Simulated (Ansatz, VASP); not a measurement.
One calculation of SiO2, two programs

Contents of INCAR:

```
SYSTEM = SiO2
  PREC = Accurate
  ENCUT = 520
  EDIFF = 1E-7
  ISMEAR = 0
  SIGMA = 0.05
  LREAL = .FALSE.
  LASPH = .TRUE.
  NELM = 80
  ALGO = Normal
  ISIF = 2
  LWAVE = .FALSE.
  LCHARG = .FALSE.
  GGA = PE
  NBANDS = 25
```

KPOINTS

```
regular mesh
0
G
  6 6 6
  0 0 0
```

File POSCAR:

```
SiO2
1.0
   -2.5762035013      2.5762035013      3.6893906705
    2.5762035013     -2.5762035013      3.6893906705
    2.5762035013      2.5762035013     -3.6893906705
Si O
2 4
Direct
    0.0000000000      0.0000000000      0.0000000000
    0.7500000000      0.2500000000      0.5000000000
    0.9670112602      0.6250000000      0.8420112602
    0.3750000000      0.2170112602      0.3420112602
    0.7829887398      0.1250000000      0.1579887398
    0.8750000000      0.0329887398      0.6579887398
```

Input for Ansatz:

```yaml
crystal:
  lattice:
    - [-2.5762035013, 2.5762035013, 3.6893906705]
    - [2.5762035013, -2.5762035013, 3.6893906705]
    - [2.5762035013, 2.5762035013, -3.6893906705]
  atoms:
    - { symbol: Si, position: [0.0, 0.0, 0.0] }
    - { symbol: Si, position: [0.75, 0.25, 0.5] }
    - { symbol: O, position: [0.9670112602, 0.625, 0.8420112602] }
    - { symbol: O, position: [0.375, 0.2170112602, 0.3420112602] }
    - { symbol: O, position: [0.7829887398, 0.125, 0.1579887398] }
    - { symbol: O, position: [0.875, 0.0329887398, 0.6579887398] }
basis:
  ecutwfc: 420
kpoints:
  mp_grid: { grid: [6, 6, 6] }
hamiltonian:
  xc: pbe
scf:
  occupations: { method: gaussian, width: 0.05 }
output:
  forces: true
  stress: true
  eigenvalues: true
```

Change from the starting cell: strain +0.025 along x and y, +0.000 along z, atoms carried along.

Alike in both runs: task single point; functional PBE; k mesh 6 × 6 × 6; occupations gaussian, width 0.05 eV; no spin polarisation.

|  | VASP | Ansatz |
| --- | --- | --- |
| version | VASP 6.6.1 | Ansatz 0.2.0 |
| potentials or method | VASP PAW PBE potentials, release 64 (Si, O), cutoff 520 eV | scalar-relativistic, plane waves, PAW |
| valence electrons in the cell | 32 | 32 |

|  | VASP | Ansatz | Ansatz less VASP |
| --- | --- | --- | --- |
| gap on the k mesh at the Fermi level (eV) | 5.41 | 5.42 | +0.005 |
| least direct gap on the mesh (eV) | 5.41 | 5.42 | +0.005 |
| pressure (GPa) | -6.8 | -6.8 | -0.05 |
| traceless stress, the component that is largest in VASP (GPa) | 1.02 | 1.00 | -0.019 |
| rms of the force components (eV/Å) | 0.226 | 0.223 | -0.0025 |

Atom by atom the forces differ by 0.003 eV/Å (rms over components).
